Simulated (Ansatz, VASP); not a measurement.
## Two plane-wave programs on MgS

The input INCAR:

```
PREC = Accurate
ENCUT = 600
EDIFF = 1E-6
ISMEAR = 0
SIGMA = 0.01
LREAL = F
LASPH = T
NELM = 120
ALGO = Normal
ISIF = 2
LWAVE = F
LCHARG = F
GGA = PE
NBANDS = 11
GGA_COMPAT = F
```

File KPOINTS:

```
Automatic mesh
0
Gamma
  4 4 4
```

The input POSCAR:

```
MgS
1.0
    0.0000000000      2.6306010800      2.6306010800
    2.6306010800      0.0000000000      2.6306010800
    2.6306010800      2.6306010800      0.0000000000
Mg S
1 1
Direct
    0.0000000000      0.0000000000      0.0000000000
    0.5000000000      0.5000000000      0.5000000000
```

Input for Ansatz:

```yaml
crystal:
  lattice:
    - [0.0, 2.63060108, 2.63060108]
    - [2.63060108, 0.0, 2.63060108]
    - [2.63060108, 2.63060108, 0.0]
  atoms:
    - { symbol: Mg, position: [0.0, 0.0, 0.0] }
    - { symbol: S, position: [0.5, 0.5, 0.5] }
basis:
  precision: f64
  xc_grid: 2
  ecutwfc: 700
  ecutrho_ratio: 4
kpoints:
  mp_grid: { grid: [4, 4, 4], shift: [0, 0, 0] }
hamiltonian:
  xc: pbe
  dispersion: none
  pseudopotentials:
    kind: paw
    azcp:
      Mg: "pseudopotentials/Mg.paw.azcp"
      S: "pseudopotentials/S.paw.azcp"
magnetization:
  spin_polarized: false
scf:
  lower_state_search: "off"
  max_iter: 200
  occupations: { method: fixed }
  convergence: { dr2_threshold: "1e-10 eV" }
output:
  forces: true
  stress: true
  eigenvalues: true
```

Alike in both runs: task single point; functional PBE; k mesh 4 × 4 × 4; no spin polarisation.

|  | VASP | Ansatz |
| --- | --- | --- |
| version | VASP 6.6.1 | Ansatz 0.2.0-dev |
| potentials or method | VASP PAW PBE potentials, release 64 (Mg, S), cutoff 600 eV | hard PAW set made for 700 eV |
| occupations | gaussian, width 0.01 eV | fixed |

```csv
,VASP,Ansatz,Ansatz less VASP
gap on the k mesh at the Fermi level (eV),2.68,2.69,+0.010
```

The k mesh is coarse, so the values compare programs but aren't converged.
